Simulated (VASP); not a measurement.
# InGa2As3 (P3m1) in VASP: notebook

Runs on InGa2As3. Level: PBE. Tasks: single point, relaxation of cell and atoms.

All numbers are computed with VASP 6.6.1; they aren't measurements. Logs are shortened: lines on timing, memory, paths and dates and some standing lists are left out, and cuts for length are marked.

### 1 The cell of the first run

It takes space group P3m1 (No. 156, trigonal). The conventional cell has a = 4.175 Å, b = 4.175 Å, c = 10.236 Å, α = 90.00°, β = 90.00°, γ = 120.00°. Within 3.4 Å of In (site symmetry 3m) lie 4 As at 2.62 to 2.67 Å. Ga (site symmetry 3m) has 4 As at 2.48 to 2.54 Å within 3.3 Å. Ga (site symmetry 3m) has 4 As at 2.49 to 2.54 Å within 3.3 Å. Within 3.3 Å of As (site symmetry 3m) lie 4 Ga at 2.49 to 2.54 Å. As (site symmetry 3m) has 1 Ga at 2.48 Å and 3 In at 2.62 Å within 3.3 Å. As (site symmetry 3m) has 3 Ga at 2.54 Å and 1 In at 2.67 Å within 3.3 Å.

### 2 Single point, PBE

Input file INCAR:

```
SYSTEM = InGa2As3
PREC = Accurate
ENCUT = 520
EDIFF = 1E-7
ISMEAR = 0
SIGMA = 0.2
LREAL = .False.
LASPH = .True.
NELM = 60
ALGO = Normal
ISIF = 2
LWAVE = .False.
LCHARG = .False.
GGA = PE
NBANDS = 36
```

Input file KPOINTS:

```
Automatic mesh
0
Gamma
  5 5 2
  0 0 0
```

Input file POSCAR:

```
InGa2As3
1.0
    4.1753834547      0.0000000000      0.0000000000
   -2.0876917274      3.6159881423      0.0000000000
    0.0000000000      0.0000000000     10.2355951536
In Ga As
1 2 3
Direct
    0.0000000000      0.0000000000      0.0017300010
    0.6666666667      0.3333333333      0.6600620334
    0.3333333333      0.6666666667      0.3396047360
    0.3333333333      0.6666666667      0.5831895660
    0.6666666667      0.3333333333      0.9027092621
    0.0000000000      0.0000000000      0.2627044015
```

Potentials or basis: VASP PAW PBE potentials, release 64 (In_d, Ga_d, As).

Run with:

```sh
$ cat potpaw_PBE.64/In_d/POTCAR potpaw_PBE.64/Ga_d/POTCAR potpaw_PBE.64/As/POTCAR > POTCAR
$ mpirun -np 1 vasp_std > vasp.out
```

OUTCAR:

```text
SYSTEM = InGa2As3
   PREC = Accurate
   ENCUT = 520
   EDIFF = 1E-7
   ISMEAR = 0
   LREAL = .False.
   LASPH = .True.
   NELM = 60
   ISIF = 2
   GGA = PE

 ion  position               nearest neighbor table
   1  0.000  0.000  0.002-   5 2.62   5 2.62   5 2.62   6 2.67
   2  0.667  0.333  0.660-   5 2.48   4 2.54   4 2.54   4 2.54
   3  0.333  0.667  0.340-   4 2.49   6 2.54   6 2.54   6 2.54
   4  0.333  0.667  0.583-   3 2.49   2 2.54   2 2.54   2 2.54
   5  0.667  0.333  0.903-   2 2.48   1 2.62   1 2.62   1 2.62
   6  0.000  0.000  0.263-   3 2.54   3 2.54   3 2.54   1 2.67

  LATTYP: Found a hexagonal cell.
 ALAT       =     4.1753834547
 C/A-ratio  =     2.4514144065

  Lattice vectors:

 A1 = (   4.1753834547,   0.0000000000,   0.0000000000)
 A2 = (  -2.0876917274,   3.6159881423,   0.0000000000)
 A3 = (   0.0000000000,   0.0000000000,  10.2355951536)

Analysis of symmetry for initial positions (statically):
=====================================================================
 Subroutine PRICEL returns:
 Original cell was already a primitive cell.

 Routine SETGRP: Setting up the symmetry group for a
 hexagonal supercell.

 Subroutine GETGRP returns: Found  6 space group operations
 (whereof  6 operations were pure point group operations)
 out of a pool of 24 trial point group operations.

The static configuration has the point symmetry C_3v.

Analysis of symmetry for dynamics (positions and initial velocities):
=====================================================================
 Subroutine PRICEL returns:
 Original cell was already a primitive cell.

 Routine SETGRP: Setting up the symmetry group for a
 hexagonal supercell.

 Subroutine GETGRP returns: Found  6 space group operations
 (whereof  6 operations were pure point group operations)
 out of a pool of 24 trial point group operations.

The dynamic configuration has the point symmetry C_3v.

 Subroutine INISYM returns: Found  6 space group operations
 (whereof  6 operations are pure point group operations),
 and found     1 'primitive' translations

----------------------------------------------------------------------------------------

                                     Primitive cell

  volume of cell :     154.5384

  direct lattice vectors                    reciprocal lattice vectors
     4.175383455  0.000000000  0.000000000     0.239498961  0.138274790  0.000000000
    -2.087691727  3.615988142  0.000000000     0.000000000  0.276549579  0.000000000
     0.000000000  0.000000000 10.235595154     0.000000000  0.000000000  0.097698276

  length of vectors
     4.175383455  4.175383455 10.235595154     0.276549579  0.276549579  0.097698276

  position of ions in fractional coordinates (direct lattice)
     0.000000000  0.000000000  0.001730001
     0.666666667  0.333333333  0.660062033
     0.333333333  0.666666667  0.339604736
     0.333333333  0.666666667  0.583189566
     0.666666667  0.333333333  0.902709262
     0.000000000  0.000000000  0.262704402

  ion indices of the primitive-cell ions
   primitive index   ion index
                 1           1
                 2           2
                 3           3
                 4           4
                 5           5
                 6           6

----------------------------------------------------------------------------------------

 KPOINTS: Automatic mesh

Automatic generation of k-mesh.
 Grid dimensions read from file:
 generate k-points for:    5    5    2

 Generating k-lattice:

  Cartesian coordinates                     Fractional coordinates (reciprocal lattice)
     0.047899792  0.027654958  0.000000000     0.200000000  0.000000000  0.000000000
     0.000000000  0.055309916  0.000000000     0.000000000  0.200000000  0.000000000
     0.000000000  0.000000000  0.048849138     0.000000000  0.000000000  0.500000000

  Length of vectors
     0.055309916  0.055309916  0.048849138

  Shift w.r.t. Gamma in fractional coordinates (k-lattice)
     0.000000000  0.000000000  0.000000000

 Subroutine IBZKPT returns following result:
 ===========================================

 Found     10 irreducible k-points:

 Following reciprocal coordinates:
            Coordinates               Weight
  0.000000  0.000000  0.000000      1.000000
  0.200000  0.000000  0.000000      6.000000
  0.400000  0.000000  0.000000      6.000000
  0.200000  0.200000  0.000000      6.000000
  0.400000  0.200000  0.000000      6.000000
  0.000000  0.000000  0.500000      1.000000
  0.200000  0.000000  0.500000      6.000000
  0.400000  0.000000  0.500000      6.000000
  0.200000  0.200000  0.500000      6.000000
  0.400000  0.200000  0.500000      6.000000
   k-points           NKPTS =     10   k-points in BZ     NKDIM =     10   number of bands    NBANDS=     36
   number of dos      NEDOS =    301   number of ions     NIONS =      6
   total plane-waves  NPLWV =  81920
   dimension x,y,z NGX =    32 NGY =   32 NGZ =   80
   dimension x,y,z NGXF=    64 NGYF=   64 NGZF=  160
   ions per type =               1   2   3
   NGX,Y,Z   is equivalent  to a cutoff of  12.74, 12.74, 12.99 a.u.
   NGXF,Y,Z  is equivalent  to a cutoff of  25.48, 25.48, 25.99 a.u.
 SYSTEM =  InGa2As3
   PREC   = accura    normal or accurate (medium, high low for compatibility)
   ISTART =      0    job   : 0-new  1-cont  2-samecut
   ICHARG =      2    charge: 1-file 2-atom 10-const
   ISPIN  =      1    spin polarized calculation?
   LNONCOLLINEAR =      F non collinear calculations
   LSORBIT =      F    spin-orbit coupling
   LASPH  =      T    aspherical Exc in radial PAW
   ENCUT  =  520.0 eV  38.22 Ry    6.18 a.u.   7.76  7.76 19.03*2*pi/ulx,y,z
   NELM   =     60;   NELMIN=  2; NELMDL= -5     # of ELM steps
   EDIFF  = 0.1E-06   stopping-criterion for ELM
   LREAL  =      F    real-space projection
   EDIFFG = 0.1E-05   stopping-criterion for IOM
   NSW    =      0    number of steps for IOM
   IBRION =     -1    ionic relax: 0-MD 1-quasi-New 2-CG
   NFREE  =      0    steps in history (QN), initial steepest desc. (CG)
   ISIF   =      2    stress and relaxation
   ISYM   =      2    0-nonsym 1-usesym 2-fastsym
   POTIM  = 0.5000    time-step for ionic-motion
   TEBEG  =    0.0;   TEEND  =   0.0 temperature during run
   PSTRESS=    0.0 pullay stress
   NELECT =      54.0000    total number of electrons
   NUPDOWN=      -1.0000    fix difference up-down
   EMIN   =  10.00;   EMAX   =-10.00  energy-range for DOS
   EFERMI =   0.00;   METHOD = LEGACY
   ISMEAR =     0;   SIGMA  =   0.20  broadening in eV -4-tet -1-fermi 0-gaus
   EFERMI_NEDOS =   21; number of points for ismear=-14 and -15
   IALGO  =     38    algorithm
   IMIX   =      4    mixing-type and parameters
     AMIX     =   0.40;   BMIX     =  1.00
     AMIX_MAG =   1.60;   BMIX_MAG =  1.00
  volume/ion in A,a.u.               =      25.76       173.81
  Fermi-wavevector in a.u.,A,eV,Ry     =   1.153083  2.179011 18.090314  1.329601
  Thomas-Fermi vector in A             =   2.289730
   LORBIT       =      0    0 simple, 1 ext, 2 COOP (PROOUT), +10 PAW based schemes
   GGA     = PE    functional components
   LHFCALC =     F    Hartree Fock is set to
   AEXX    =    0.0000 exact exchange contribution
   IVDW    =     0    specifies the selected vdW correction
   LEPSILON=     F    determine dielectric tensor
   LRPA    =     F    only Hartree local field effects (RPA)
 non-spin polarized calculation
 Gauss-broadening in eV      SIGMA  =   0.20
  energy-cutoff  :      520.00
  volume of cell :      154.54
 maximum number of plane-waves:      4209
 NGX is ok and might be reduce to    32
   NGX = 15   NGY = 15   NGZ = 39

 number of electron      53.9999990 magnetization

 Free energy of the ion-electron system (eV)
  ---------------------------------------------------
  ext. energy  EPLUGINS =         0.00000000
  ---------------------------------------------------
  free energy    TOTEN  =       -24.04313883 eV

  energy without entropy =      -24.03630724  energy(sigma->0) =      -24.03972303

 E-fermi :   3.7476     XC(G=0):  -9.1431

 val. band max:        3.7070329621   @ k =   0.0000   0.0000   0.0000
 cond. band min:       4.1683789663   @ k =   0.0000   0.0000   0.5000
 fundamental gap:      0.4613460042
 Fermi energy:         3.7475554489

 k-point     1 :       0.0000    0.0000    0.0000
  band No.  band energies     occupation
      1     -11.1870      2.00000
      2     -11.1530      2.00000
      3     -11.1300      2.00000
      4     -11.1300      2.00000
      5     -11.1172      2.00000
      6     -11.1172      2.00000
[... 28 lines left out ...]
     35       8.0231      0.00000
     36       8.5805      0.00000

 k-point     2 :       0.2000    0.0000    0.0000
  band No.  band energies     occupation
      1     -11.1904      2.00000
      2     -11.1573      2.00000
      3     -11.1401      2.00000
      4     -11.1242      2.00000
      5     -11.1157      2.00000
      6     -11.1103      2.00000
[... 28 lines left out ...]
     35       8.5188      0.00000
     36       8.8032      0.00000

 k-point     3 :       0.4000    0.0000    0.0000
  band No.  band energies     occupation
      1     -11.2014      2.00000
      2     -11.1678      2.00000
      3     -11.1515      2.00000
      4     -11.1165      2.00000
      5     -11.1091      2.00000
      6     -11.1005      2.00000
[... 28 lines left out ...]
     35       9.3049      0.00000
     36       9.5834      0.00000

 k-point     4 :       0.2000    0.2000    0.0000
  band No.  band energies     occupation
      1     -11.1966      2.00000
      2     -11.1646      2.00000
      3     -11.1504      2.00000
      4     -11.1180      2.00000
      5     -11.1114      2.00000
      6     -11.1034      2.00000
[... 28 lines left out ...]
     35       8.5961      0.00000
     36       9.0498      0.00000

 k-point     5 :       0.4000    0.2000    0.0000
  band No.  band energies     occupation
      1     -11.2007      2.00000
      2     -11.1707      2.00000
      3     -11.1538      2.00000
      4     -11.1155      2.00000
      5     -11.1071      2.00000
      6     -11.1017      2.00000
[... 28 lines left out ...]
     35       9.6454      0.00000
     36      10.4618      0.00000

 k-point     6 :       0.0000    0.0000    0.5000
  band No.  band energies     occupation
      1     -11.1876      2.00000
      2     -11.1523      2.00000
      3     -11.1299      2.00000
      4     -11.1299      2.00000
      5     -11.1173      2.00000
      6     -11.1173      2.00000
[... 28 lines left out ...]
     35       7.8623      0.00000
     36       8.4063      0.00000

 k-point     7 :       0.2000    0.0000    0.5000
  band No.  band energies     occupation
      1     -11.1905      2.00000
      2     -11.1571      2.00000
      3     -11.1402      2.00000
      4     -11.1241      2.00000
      5     -11.1157      2.00000
      6     -11.1104      2.00000
[... 28 lines left out ...]
     35       8.8617      0.00000
     36       9.2134      0.00000

 k-point     8 :       0.4000    0.0000    0.5000
  band No.  band energies     occupation
      1     -11.2009      2.00000
      2     -11.1683      2.00000
      3     -11.1519      2.00000
      4     -11.1166      2.00000
      5     -11.1088      2.00000
      6     -11.1004      2.00000
[... 28 lines left out ...]
     35      10.3257      0.00000
     36      10.8167      0.00000

 k-point     9 :       0.2000    0.2000    0.5000
  band No.  band energies     occupation
      1     -11.1963      2.00000
      2     -11.1646      2.00000
      3     -11.1507      2.00000
      4     -11.1179      2.00000
      5     -11.1113      2.00000
      6     -11.1036      2.00000
[... 28 lines left out ...]
     35       8.9662      0.00000
     36       9.2300      0.00000

 k-point    10 :       0.4000    0.2000    0.5000
  band No.  band energies     occupation
      1     -11.2004      2.00000
      2     -11.1707      2.00000
      3     -11.1539      2.00000
      4     -11.1155      2.00000
      5     -11.1070      2.00000
      6     -11.1018      2.00000
[... 28 lines left out ...]
     35       9.0284      0.00000
     36       9.3296      0.00000

------------------------ aborting loop because EDIFF is reached ----------------------------------------

  FORCE on cell =-STRESS in cart. coord.  units (eV):
  Direction    XX          YY          ZZ          XY          YZ          ZX
  --------------------------------------------------------------------------------------
  -------------------------------------------------------------------------------------
  Total        0.1022206      0.1022206      0.0109478     -0.0000000      0.0000000      0.0000000
  in kB        1.0597725      1.0597725      0.1135016     -0.0000000      0.0000000      0.0000000
  external PRESSURE =       0.7443489 kB  Pullay stress =       0.0000000 kB

 VOLUME and BASIS-vectors are now :
 -----------------------------------------------------------------------------
  energy-cutoff  :      520.00
  volume of cell :      154.54
      direct lattice vectors                 reciprocal lattice vectors
     4.175383455  0.000000000  0.000000000     0.239498961  0.138274790  0.000000000
    -2.087691727  3.615988142  0.000000000     0.000000000  0.276549579  0.000000000
     0.000000000  0.000000000 10.235595154     0.000000000  0.000000000  0.097698276

 POSITION                                       TOTAL-FORCE (eV/Angst)
 -----------------------------------------------------------------------------------
      0.00000      0.00000      0.01771         0.000000     -0.000000      0.017562
      2.08769      1.20533      6.75613        -0.000000     -0.000000     -0.002220
     -0.00000      2.41066      3.47606         0.000000     -0.000000      0.001057
     -0.00000      2.41066      5.96929         0.000000      0.000000      0.004613
      2.08769      1.20533      9.23977         0.000000     -0.000000     -0.007240
      0.00000      0.00000      2.68894         0.000000     -0.000000     -0.013773
 -----------------------------------------------------------------------------------
    total drift:                               -0.000002      0.000001     -0.000204

  FREE ENERGIE OF THE ION-ELECTRON SYSTEM (eV)
  ---------------------------------------------------
  free  energy   TOTEN  =       -24.0431388289 eV

  energy  without entropy=      -24.0363072406  energy(sigma->0) =      -24.03972303
```

Run time: 50 s. Hardware: 1 thread of AMD EPYC 9R45 (Zen 5), shared host; peak memory 0.26 GiB.

What came out:

```yaml
Free_energy: -24.0431 eV
Pressure: 0.1 GPa
Largest_force: 0.018 eV/Å
Band_gap_on_the_k_mesh: zero (filled and empty bands touch)
```

Forces on the atoms (eV/Å):
```
In   0.000  0.000  0.018
Ga   0.000  0.000 -0.002
Ga   0.000  0.000  0.001
As   0.000  0.000  0.005
As   0.000  0.000 -0.007
As   0.000  0.000 -0.014
```

Caveat: spin-orbit coupling is left out, which moves the levels of the heavy elements.

(Part 1 of 2 ends here.)
